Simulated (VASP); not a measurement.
Write the native input for VASP 6.6.1 that does the following.

```
Task                   : single point
Functional             : LDA
Potentials or basis    : VASP PAW LDA potentials, release 64 (Nb_sv)
Cutoff                 : 500 eV
k mesh                 : 9 × 9 × 9
Occupations            : fermi-dirac, width 0.02 eV
Spin                   : no spin polarisation
Dipole correction      : no
Further INCAR settings : ALGO = Normal; EDIFF = 1e-06; NBANDS = 12
```

The structure of Nb lies in POSCAR:

```
Nb
1.0
   -1.6219619094      1.6219619094      1.6219619094
    1.6219619094     -1.6219619094      1.6219619094
    1.6219619094      1.6219619094     -1.6219619094
Nb
1
Direct
    0.0000000000      0.0000000000      0.0000000000
```

The input as run:

INCAR

```
SYSTEM = Nb
ALGO = Normal
EDIFF = 1E-6
ENCUT = 500
GGA = CA
GGA_COMPAT = .False.
ISIF = 2
ISMEAR = -1
LASPH = .True.
LCHARG = .False.
LREAL = .False.
LWAVE = .False.
NBANDS = 12
NELM = 120
PREC = Accurate
SIGMA = 0.02
```

KPOINTS

```
k-points
0
Gamma
  9 9 9
  0 0 0
```

Potentials or basis: VASP PAW LDA potentials, release 64 (Nb_sv).

Launch:

```console
$ cat potpaw_LDA.64/Nb_sv/POTCAR > POTCAR
$ mpirun -np 1 vasp_std > vasp.out
```

It gave:

* Pressure: -0.2 GPa

Wall time 8.4 s on 1 thread of Intel Xeon 8259CL (shared host), peak memory 0.12 GiB.
